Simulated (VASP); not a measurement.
# PbO2 (Plattnerite) (P4_2/mnm) in VASP: notebook

The runs below take PbO2 (Plattnerite) through single point, with LDA, PBEsol.

All numbers are computed with VASP 6.6.1; they aren't measurements. Logs are shortened: lines on timing, memory, paths and dates and some standing lists are left out, and cuts for length are marked.

### 1 The cell of the first run

It takes space group P4_2/mnm (No. 136, tetragonal). Conventional cell: a = 4.938 Å, b = 4.938 Å, c = 3.393 Å, α = 90.00°, β = 90.00°, γ = 90.00°. Within 2.8 Å of Pb (site symmetry mmm) lie 6 O at 2.15 to 2.17 Å. O (site symmetry m2m) has 3 Pb at 2.15 to 2.17 Å and 1 O at 2.69 Å within 2.8 Å.

### 2 Single point, LDA

INCAR reads:

```
PREC = Accurate
ENCUT = 520
EDIFF = 1E-6
ISMEAR = -1
SIGMA = 0.1
LREAL = False
LASPH = True
NELM = 100
ALGO = Normal
ISIF = 2
LWAVE = False
LCHARG = False
GGA = CA
NBANDS = 35
```

KPOINTS reads:

```
regular mesh
0
Gamma
  7 7 9
```

POSCAR reads:

```
PbO2
1.0
    4.9377506328      0.0000000000      0.0000000000
    0.0000000000      4.9377506328      0.0000000000
    0.0000000000      0.0000000000      3.3930652801
Pb O
2 4
Direct
    0.0000000000      0.0000000000      0.0000000000
    0.5000000000      0.5000000000      0.5000000000
    0.3073705199      0.3073705199      0.0000000000
    0.1926294801      0.8073705199      0.5000000000
    0.6926294801      0.6926294801      0.0000000000
    0.8073705199      0.1926294801      0.5000000000
```

Potentials or basis: VASP PAW LDA potentials, release 64 (Pb_d, O).

The run is started by

```
$ cat potpaw_LDA.64/Pb_d/POTCAR potpaw_LDA.64/O/POTCAR > POTCAR
$ mpirun -np 1 vasp_std > vasp.out
```

OUTCAR:

```text
PREC = Accurate
   ENCUT = 520
   EDIFF = 1E-6
   ISMEAR = -1
   LREAL = False
   LASPH = True
   NELM = 100
   ISIF = 2
   GGA = CA

 ion  position               nearest neighbor table
   1  0.000  0.000  0.000-   3 2.15   5 2.15   4 2.17   6 2.17   4 2.17   6 2.17   2 3.88   2 3.88
                             2 3.88   2 3.88   2 3.88   2 3.88   2 3.88   2 3.88
   2  0.500  0.500  0.500-   4 2.15   6 2.15   5 2.17   3 2.17   3 2.17   5 2.17   1 3.88   1 3.88
                             1 3.88   1 3.88   1 3.88   1 3.88   1 3.88   1 3.88
   3  0.307  0.307  0.000-   1 2.15   2 2.17   2 2.17
   4  0.193  0.807  0.500-   2 2.15   1 2.17   1 2.17
   5  0.693  0.693  0.000-   1 2.15   2 2.17   2 2.17
   6  0.807  0.193  0.500-   2 2.15   1 2.17   1 2.17

  LATTYP: Found a simple tetragonal cell.
 ALAT       =     4.9377506328
 C/A-ratio  =     0.6871682133

  Lattice vectors:

 A1 = (   4.9377506328,   0.0000000000,   0.0000000000)
 A2 = (   0.0000000000,   4.9377506328,   0.0000000000)
 A3 = (   0.0000000000,   0.0000000000,   3.3930652801)

Analysis of symmetry for initial positions (statically):
=====================================================================
 Subroutine PRICEL returns:
 Original cell was already a primitive cell.

 Routine SETGRP: Setting up the symmetry group for a
 simple tetragonal supercell.

 Subroutine GETGRP returns: Found 16 space group operations
 (whereof  8 operations were pure point group operations)
 out of a pool of 16 trial point group operations.

The static configuration has the point symmetry D_2h.
 The point group associated with its full space group is D_4h.

Analysis of symmetry for dynamics (positions and initial velocities):
=====================================================================
 Subroutine PRICEL returns:
 Original cell was already a primitive cell.

 Routine SETGRP: Setting up the symmetry group for a
 simple tetragonal supercell.

 Subroutine GETGRP returns: Found 16 space group operations
 (whereof  8 operations were pure point group operations)
 out of a pool of 16 trial point group operations.

The dynamic configuration has the point symmetry D_2h.
 The point group associated with its full space group is D_4h.

 Subroutine INISYM returns: Found 16 space group operations
 (whereof  8 operations are pure point group operations),
 and found     1 'primitive' translations

----------------------------------------------------------------------------------------

                                     Primitive cell

  volume of cell :      82.7276

  direct lattice vectors                    reciprocal lattice vectors
     4.937750633  0.000000000  0.000000000     0.202521365  0.000000000  0.000000000
     0.000000000  4.937750633  0.000000000     0.000000000  0.202521365  0.000000000
     0.000000000  0.000000000  3.393065280     0.000000000  0.000000000  0.294718762

  length of vectors
     4.937750633  4.937750633  3.393065280     0.202521365  0.202521365  0.294718762

  position of ions in fractional coordinates (direct lattice)
     0.000000000  0.000000000  0.000000000
     0.500000000  0.500000000  0.500000000
     0.307370520  0.307370520  0.000000000
     0.192629480  0.807370520  0.500000000
     0.692629480  0.692629480  0.000000000
     0.807370520  0.192629480  0.500000000

  ion indices of the primitive-cell ions
   primitive index   ion index
                 1           1
                 2           2
                 3           3
                 4           4
                 5           5
                 6           6

----------------------------------------------------------------------------------------

 KPOINTS: regular mesh

Automatic generation of k-mesh.
 Grid dimensions read from file:
 generate k-points for:    7    7    9

 Generating k-lattice:

  Cartesian coordinates                     Fractional coordinates (reciprocal lattice)
     0.028931624  0.000000000  0.000000000     0.142857143  0.000000000  0.000000000
     0.000000000  0.028931624  0.000000000     0.000000000  0.142857143  0.000000000
     0.000000000  0.000000000  0.032746529     0.000000000  0.000000000  0.111111111

  Length of vectors
     0.028931624  0.028931624  0.032746529

  Shift w.r.t. Gamma in fractional coordinates (k-lattice)
     0.000000000  0.000000000  0.000000000

 Subroutine IBZKPT returns following result:
 ===========================================

 Found     50 irreducible k-points:

 Following reciprocal coordinates:
            Coordinates               Weight
  0.000000  0.000000  0.000000      1.000000
  0.142857  0.000000  0.000000      4.000000
  0.285714  0.000000  0.000000      4.000000
  0.428571  0.000000  0.000000      4.000000
  0.142857  0.142857  0.000000      4.000000
  0.285714  0.142857  0.000000      8.000000
[... 16 lines left out ...]
  0.285714  0.000000  0.222222      8.000000
  0.428571  0.000000  0.222222      8.000000
 [... further k-points ...]
   k-points           NKPTS =     50   k-points in BZ     NKDIM =     50   number of bands    NBANDS=     35
   number of dos      NEDOS =    301   number of ions     NIONS =      6
   total plane-waves  NPLWV =  44800
   dimension x,y,z NGX =    40 NGY =   40 NGZ =   28
   dimension x,y,z NGXF=    80 NGYF=   80 NGZF=   56
   ions per type =               2   4
   NGX,Y,Z   is equivalent  to a cutoff of  13.47, 13.47, 13.72 a.u.
   NGXF,Y,Z  is equivalent  to a cutoff of  26.93, 26.93, 27.44 a.u.
 SYSTEM =  unknown system
   PREC   = accura    normal or accurate (medium, high low for compatibility)
   ISTART =      0    job   : 0-new  1-cont  2-samecut
   ICHARG =      2    charge: 1-file 2-atom 10-const
   ISPIN  =      1    spin polarized calculation?
   LNONCOLLINEAR =      F non collinear calculations
   LSORBIT =      F    spin-orbit coupling
   LASPH  =      T    aspherical Exc in radial PAW
   ENCUT  =  520.0 eV  38.22 Ry    6.18 a.u.   9.18  9.18  6.31*2*pi/ulx,y,z
   NELM   =    100;   NELMIN=  2; NELMDL= -5     # of ELM steps
   EDIFF  = 0.1E-05   stopping-criterion for ELM
   LREAL  =      F    real-space projection
   EDIFFG = 0.1E-04   stopping-criterion for IOM
   NSW    =      0    number of steps for IOM
   IBRION =     -1    ionic relax: 0-MD 1-quasi-New 2-CG
   NFREE  =      0    steps in history (QN), initial steepest desc. (CG)
   ISIF   =      2    stress and relaxation
   ISYM   =      2    0-nonsym 1-usesym 2-fastsym
   POTIM  = 0.5000    time-step for ionic-motion
   TEBEG  =    0.0;   TEEND  =   0.0 temperature during run
   PSTRESS=    0.0 pullay stress
   NELECT =      52.0000    total number of electrons
   NUPDOWN=      -1.0000    fix difference up-down
   EMIN   =  10.00;   EMAX   =-10.00  energy-range for DOS
   EFERMI =   0.00;   METHOD = LEGACY
   ISMEAR =    -1;   SIGMA  =   0.10  broadening in eV -4-tet -1-fermi 0-gaus
   EFERMI_NEDOS =   21; number of points for ismear=-14 and -15
   IALGO  =     38    algorithm
   IMIX   =      4    mixing-type and parameters
     AMIX     =   0.40;   BMIX     =  1.00
     AMIX_MAG =   1.60;   BMIX_MAG =  1.00
  volume/ion in A,a.u.               =      13.79        93.05
  Fermi-wavevector in a.u.,A,eV,Ry     =   1.402359  2.650074 26.757351  1.966610
  Thomas-Fermi vector in A             =   2.525128
   LORBIT       =      0    0 simple, 1 ext, 2 COOP (PROOUT), +10 PAW based schemes
   GGA     = CA    functional components
   LHFCALC =     F    Hartree Fock is set to
   AEXX    =    0.0000 exact exchange contribution
   IVDW    =     0    specifies the selected vdW correction
   LEPSILON=     F    determine dielectric tensor
   LRPA    =     F    only Hartree local field effects (RPA)
 non-spin polarized calculation
  energy-cutoff  :      520.00
  volume of cell :       82.73
 maximum number of plane-waves:      2257
 NGX is ok and might be reduce to    40
   NGX = 19   NGY = 19   NGZ = 13

 number of electron      52.0000009 magnetization

 Free energy of the ion-electron system (eV)
  ---------------------------------------------------
  ext. energy  EPLUGINS =         0.00000000
  ---------------------------------------------------
  free energy    TOTEN  =       -36.65772171 eV

  energy without entropy =      -36.64235141  energy(sigma->0) =      -36.65003656

 E-fermi :   4.3902     XC(G=0): -11.3012

 val. band max:        4.3009002571   @ k =   0.0000   0.0000   0.0000
 cond. band min:       4.3987874512   @ k =   0.0000   0.0000   0.1111
 fundamental gap:      0.0978871941
 Fermi energy:         4.3902246308

 k-point     1 :       0.0000    0.0000    0.0000
  band No.  band energies     occupation
      1     -14.0140      2.00000
      2     -13.8923      2.00000
      3     -12.0517      2.00000
      4     -12.0517      2.00000
      5     -11.3251      2.00000
      6     -11.0902      2.00000
[... 27 lines left out ...]
     34      15.3391      0.00000
     35      15.9085      0.00000

 k-point     2 :       0.1429    0.0000    0.0000
  band No.  band energies     occupation
      1     -13.9559      2.00000
      2     -13.8559      2.00000
      3     -12.3105      2.00000
      4     -12.1924      2.00000
      5     -11.0572      2.00000
      6     -11.0563      2.00000
[... 27 lines left out ...]
     34      15.5491      0.00000
     35      15.9006      0.00000

 k-point     3 :       0.2857    0.0000    0.0000
  band No.  band energies     occupation
      1     -13.7972      2.00000
      2     -13.7536      2.00000
      3     -12.6850      2.00000
      4     -12.5109      2.00000
      5     -11.0490      2.00000
      6     -11.0484      2.00000
[... 27 lines left out ...]
     34      15.9372      0.00000
     35      16.0363      0.00000
[... 723 lines left out ...]
 k-point    23 :       0.2857    0.0000    0.2222
  band No.  band energies     occupation
      1     -13.5290      2.00000
      2     -13.4881      2.00000
      3     -13.0418      2.00000
      4     -12.9678      2.00000
      5     -11.1123      2.00000
      6     -10.9405      2.00000
[... 27 lines left out ...]
     34      15.5604      0.00000
     35      16.0502      0.00000

 k-point    24 :       0.4286    0.0000    0.2222
  band No.  band energies     occupation
      1     -13.4125      2.00000
      2     -13.3524      2.00000
      3     -13.1827      2.00000
      4     -13.1063      2.00000
      5     -11.0029      2.00000
      6     -10.9411      2.00000
[... 27 lines left out ...]
     34      15.6627      0.00000
     35      16.2567      0.00000

 [... further k-points ...]
[... 5 lines left out ...]
  --------------------------------------------------------------------------------------
  -------------------------------------------------------------------------------------
  Total        0.1498532      0.1498532      0.2453992      0.0000000      0.0000000      0.0000000
  in kB        2.9021924      2.9021924      4.7526206      0.0000000      0.0000000      0.0000000
  external PRESSURE =       3.5190018 kB  Pullay stress =       0.0000000 kB

 VOLUME and BASIS-vectors are now :
 -----------------------------------------------------------------------------
  energy-cutoff  :      520.00
  volume of cell :       82.73
      direct lattice vectors                 reciprocal lattice vectors
     4.937750633  0.000000000  0.000000000     0.202521365  0.000000000  0.000000000
     0.000000000  4.937750633  0.000000000     0.000000000  0.202521365  0.000000000
     0.000000000  0.000000000  3.393065280     0.000000000  0.000000000  0.294718762

 POSITION                                       TOTAL-FORCE (eV/Angst)
 -----------------------------------------------------------------------------------
      0.00000      0.00000      0.00000         0.000000      0.000000      0.000000
      2.46888      2.46888      1.69653         0.000000      0.000000      0.000000
      1.51772      1.51772      0.00000        -0.007230     -0.007230     -0.000000
      0.95116      3.98659      1.69653         0.007230     -0.007230     -0.000000
      3.42003      3.42003      0.00000         0.007230      0.007230      0.000000
      3.98659      0.95116      1.69653        -0.007230      0.007230      0.000000
 -----------------------------------------------------------------------------------
    total drift:                                0.000000     -0.000000      0.000000

  FREE ENERGIE OF THE ION-ELECTRON SYSTEM (eV)
  ---------------------------------------------------
  free  energy   TOTEN  =       -36.6577217077 eV

  energy  without entropy=      -36.6423514071  energy(sigma->0) =      -36.65003656
```

Run time: 60 s. Hardware: 1 thread of Intel Xeon 6975P-C (Granite Rapids), shared host; peak memory 0.25 GiB.

Results:

```yaml
Free_energy: -36.6577 eV
Pressure: 0.4 GPa
Largest_force: 0.010 eV/Å
```

Forces in eV/Å, atoms in the order of the input:
```
Pb   0.000  0.000  0.000
Pb   0.000  0.000  0.000
O   -0.007 -0.007  0.000
O    0.007 -0.007  0.000
O    0.007  0.007  0.000
O   -0.007  0.007  0.000
```

Levels at points of the mesh, in eV from the Fermi level:
```csv
k point,band 24,band 25,band 26,band 27,band 28,band 29
"(0.00, 0.00, 0.00)",-0.81,-0.79,-0.79,-0.09,4.16,5.56
```

Caveat: spin-orbit coupling is left out, which moves the levels of the heavy elements.

### 3 Single point, PBEsol

This run uses another cell than the first one, of 14.21 Å³/atom, 1.031 times its volume.

INCAR reads:

```
PREC     = Accurate       # precision mode
ENCUT    = 520            # plane-wave cutoff, eV
EDIFF    = 1E-6           # SCF threshold, eV
ISMEAR   = -1             # smearing method
SIGMA    = 0.1            # smearing width, eV
LREAL    = False          # projectors in reciprocal space
LASPH    = True           # aspherical terms in the spheres
NELM     = 80             # most SCF steps
ALGO     = Normal         # electronic algorithm
ISIF     = 2              # what is computed and relaxed
LWAVE    = False          # write WAVECAR
LCHARG   = False          # write CHGCAR
GGA      = PS             # functional
NBANDS   = 35             # bands
```

KPOINTS reads:

```
Automatic mesh
0
Gamma
  7 7 9
```

POSCAR reads:

```
PbO2
1.0
    4.9974260337      0.0000000000      0.0000000000
    0.0000000000      4.9974260337      0.0000000000
    0.0000000000      0.0000000000      3.4144518770
Pb O
2 4
Direct
    0.0000000000      0.0000000000      0.0000000000
    0.5000000000      0.5000000000      0.5000000000
    0.3075839093      0.3075839093      0.0000000000
    0.1924160907      0.8075839093      0.5000000000
    0.6924160907      0.6924160907      0.0000000000
    0.8075839093      0.1924160907      0.5000000000
```

Potentials or basis: VASP PAW PBE potentials, release 64 (Pb_d, O).

The run is started by

```
$ cat potpaw_PBE.64/Pb_d/POTCAR potpaw_PBE.64/O/POTCAR > POTCAR
$ mpirun -np 1 vasp_std > vasp.out
```

Wall time 59 s (1 thread of Intel Xeon 6975P-C (Granite Rapids), shared host); peak memory 0.26 GiB.

Results (log left out):

* Free energy: -34.0749 eV
* Pressure: 0.2 GPa
* Largest force: 0.008 eV/Å

Forces in eV/Å, atoms in the order of the input:
```
Pb   0.000  0.000  0.000
Pb   0.000  0.000  0.000
O   -0.005 -0.005  0.000
O    0.005 -0.005  0.000
O    0.005  0.005  0.000
O   -0.005  0.005  0.000
```

Stress tensor (GPa, compression positive):
```
0.16 0.00 0.00
0.00 0.16 0.00
0.00 0.00 0.28
```

Levels at points of the mesh, in eV from the Fermi level:
| k point | band 23 | band 24 | band 25 | band 26 | band 27 | band 28 | band 29 | band 30 |
| --- | --- | --- | --- | --- | --- | --- | --- | --- |
| (0.00, 0.00, 0.00) | -0.77 | -0.77 | -0.75 | -0.75 | -0.06 | 3.99 | 5.57 | 5.57 |

Caveat: the PAW data sets were made with another functional, which shifts forces and pressure a little; spin-orbit coupling is left out, which moves the levels of the heavy elements.
